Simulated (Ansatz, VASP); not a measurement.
This is a calculation of Cu for VASP 6.6.1.

Contents of INCAR:

```
SYSTEM = Cu
PREC     = Accurate       ! precision mode
ENCUT    = 600            ! plane-wave cutoff, eV
EDIFF    = 1E-6           ! SCF threshold, eV
ISMEAR   = -1             ! smearing method
SIGMA    = 0.05           ! smearing width, eV
LREAL    = .False.        ! projectors in reciprocal space
LASPH    = .True.         ! aspherical terms in the spheres
NELM     = 120            ! most SCF steps
ALGO     = Normal         ! electronic algorithm
ISIF     = 2              ! what is computed and relaxed
LWAVE    = .False.        ! write WAVECAR
LCHARG   = .False.        ! write CHGCAR
GGA      = PS             ! functional
NBANDS   = 12             ! bands
GGA_COMPAT= .False.
```

Contents of KPOINTS:

```
regular mesh
0
Gamma
  13 13 13
  0 0 0
```

POSCAR

```
Cu
1.0
   -1.4285782608      1.4285782608      1.4036030790
    1.4285782608     -1.4285782608      1.4036030790
    1.4285782608      1.4285782608     -1.4036030790
Cu
1
Direct
    0.0000000000      0.0000000000      0.0000000000
```

Potentials or basis: VASP PAW PBE potentials, release 64 (Cu).

Launch:

```console
$ cat potpaw_PBE.64/Cu/POTCAR > POTCAR
$ mpirun -np 1 vasp_std > vasp.out
```

**Question.** Translate it to Ansatz 0.2.0. Potentials there: all-electron LAPW, scalar-relativistic.

**Answer.** As run (the cutoff follows the program's own potentials):

The input input.yaml:

```yaml
crystal:
  lattice:
    - [-1.4285782608, 1.4285782608, 1.403603079]
    - [1.4285782608, -1.4285782608, 1.403603079]
    - [1.4285782608, 1.4285782608, -1.403603079]
  atoms:
    - { symbol: Cu, position: [0.0, 0.0, 0.0] }
kpoints:
  mp_grid: { grid: [13, 13, 13] }
scf:
  occupations: { method: fermi_dirac, width: 0.05 }
hamiltonian:
  xc: pbesol
  pseudopotentials: { kind: all_electron, lapw: { basis_error: 0.001 } }
output:
  forces: true
  stress: true
  eigenvalues: true
```

Potentials or basis: all-electron LAPW, scalar-relativistic.

Command:

```console
$ ansatz run input.yaml --threads 1 --pin off --max-ram 3072MiB --backend cpu --events-out ev --progress --plain --runs-dir out
```

Both were run:

|  | VASP | Ansatz | Ansatz less VASP |
| --- | --- | --- | --- |
| gap on the k mesh at the Fermi level (eV) | none | none | - |
| pressure (GPa) | -0.7 | -1.5 | -0.82 |
| traceless stress, the component that is largest in VASP (GPa) | -0.23 | -0.21 | +0.024 |

VASP's potentials were made for PBE, not for PBEsol. A gap of «none» marks a metal or a gap that the smearing closes. Ansatz ran all-electron here, and VASP with PAW potentials.
